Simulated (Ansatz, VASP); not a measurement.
## AlGa3N4 in VASP and in Ansatz

File INCAR:

```
PREC = Accurate
ENCUT = 520
EDIFF = 1E-7
ISMEAR = 0
SIGMA = 0.05
LREAL = False
LASPH = True
NELM = 60
ALGO = Normal
ISIF = 2
LWAVE = False
LCHARG = False
GGA = CA
NBANDS = 41
```

Contents of KPOINTS:

```
Automatic mesh
0
Gamma
  6 6 6
```

POSCAR

```
AlGa3N4
1.0
    4.3093434991     -0.1287033589     -0.1287033589
   -0.1287033589      4.3093434991     -0.1287033589
   -0.1287033589     -0.1287033589      4.3093434991
Al Ga N
1 3 4
Direct
    0.0000000000      0.0000000000      0.0000000000
    0.5000000000      0.5000000000      0.0000000000
    0.5000000000      0.0000000000      0.5000000000
    0.0000000000      0.5000000000      0.5000000000
    0.7548078379      0.7548078379      0.2451921621
    0.7548078379      0.2451921621      0.7548078379
    0.2451921621      0.7548078379      0.7548078379
    0.2451921621      0.2451921621      0.2451921621
```

Input for Ansatz:

```yaml
crystal:
  lattice:
    - [4.3093434991, -0.1287033589, -0.1287033589]
    - [-0.1287033589, 4.3093434991, -0.1287033589]
    - [-0.1287033589, -0.1287033589, 4.3093434991]
  atoms:
    - { symbol: Al, position: [0.0, 0.0, 0.0] }
    - { symbol: Ga, position: [0.5, 0.5, 0.0] }
    - { symbol: Ga, position: [0.5, 0.0, 0.5] }
    - { symbol: Ga, position: [0.0, 0.5, 0.5] }
    - { symbol: "N", position: [0.7548078379, 0.7548078379, 0.2451921621] }
    - { symbol: "N", position: [0.7548078379, 0.2451921621, 0.7548078379] }
    - { symbol: "N", position: [0.2451921621, 0.7548078379, 0.7548078379] }
    - { symbol: "N", position: [0.2451921621, 0.2451921621, 0.2451921621] }
basis:
  ecutwfc: 520.0
kpoints:
  mp_grid: { grid: [6, 6, 6] }
hamiltonian:
  xc: lda
  pseudopotentials: { kind: paw, azcp: { folder: soft_1 } }
scf:
  occupations: { method: gaussian, width: 0.05 }
output:
  forces: true
  stress: true
  eigenvalues: true
```

Alike in both runs: task single point; functional LDA; k mesh 6 × 6 × 6; occupations gaussian, width 0.05 eV; no spin polarisation.

|  | VASP | Ansatz |
| --- | --- | --- |
| version | VASP 6.6.1 | Ansatz 0.2.0 |
| potentials or method | VASP PAW LDA potentials, release 64 (Al, Ga_d, N), cutoff 520 eV | scalar-relativistic, plane waves, PAW |
| valence electrons in the cell | 62 | 62 |

```csv
,VASP,Ansatz,Ansatz less VASP
gap on the k mesh at the Fermi level (eV),2.73,2.73,-0.002
least direct gap on the mesh (eV),2.73,2.73,-0.002
pressure (GPa),24.9,23.4,-1.42
"traceless stress, the component that is largest in VASP (GPa)",18.30,18.06,-0.236
rms of the force components (eV/Å),1.211,1.182,-0.0288
```

Ansatz warns that its potentials were made for another functional, while VASP's fit it. LDA's correlation is that of Perdew and Zunger in VASP and of Perdew and Wang (1992) in Ansatz. Atom by atom the forces differ by 0.031 eV/Å (rms over components).
